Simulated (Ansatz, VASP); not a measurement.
**Two plane-wave programs on HgTe**

```
Hg Te
1.0
     0.00000    3.09309    3.25589
     3.09309    0.00000    3.25589
     3.09309    3.09309    0.00000
Hg Te
1 1
Direct
  0.00000 0.00000 0.00000
  0.75000 0.75000 0.75000
```

Change from the starting cell: strain -0.050 along x and y, +0.000 along z, atoms carried along.

Alike in both runs: task single point; functional PBEsol; k mesh 16 × 16 × 16; occupations gaussian, width 0.15 eV; no spin polarisation.

|  | VASP | Ansatz |
| --- | --- | --- |
| version | VASP 6.6.1 | Ansatz 0.2.0 |
| potentials or method | VASP PAW PBE potentials, release 64 (Hg, Te), cutoff 520 eV | scalar-relativistic, plane waves, PAW |
| valence electrons in the cell | 18 | 36 |

|  | VASP | Ansatz | Ansatz less VASP |
| --- | --- | --- | --- |
| gap on the k mesh at the Fermi level (eV) | none | none | - |
| pressure (GPa) | 5.7 | 5.5 | -0.18 |
| traceless stress, the component that is largest in VASP (GPa) | -0.45 | -0.45 | +0.001 |

VASP's potentials were made for PBE, not for PBEsol. A gap of «none» marks a metal or a gap that the smearing closes. With one functional, cell and mesh, what is left measures potentials, basis and numerics. VASP's potentials hold 18 valence electrons a cell and Ansatz's 36, so a difference there can come from the potentials and not from the codes.

Spin-orbit coupling is off throughout.
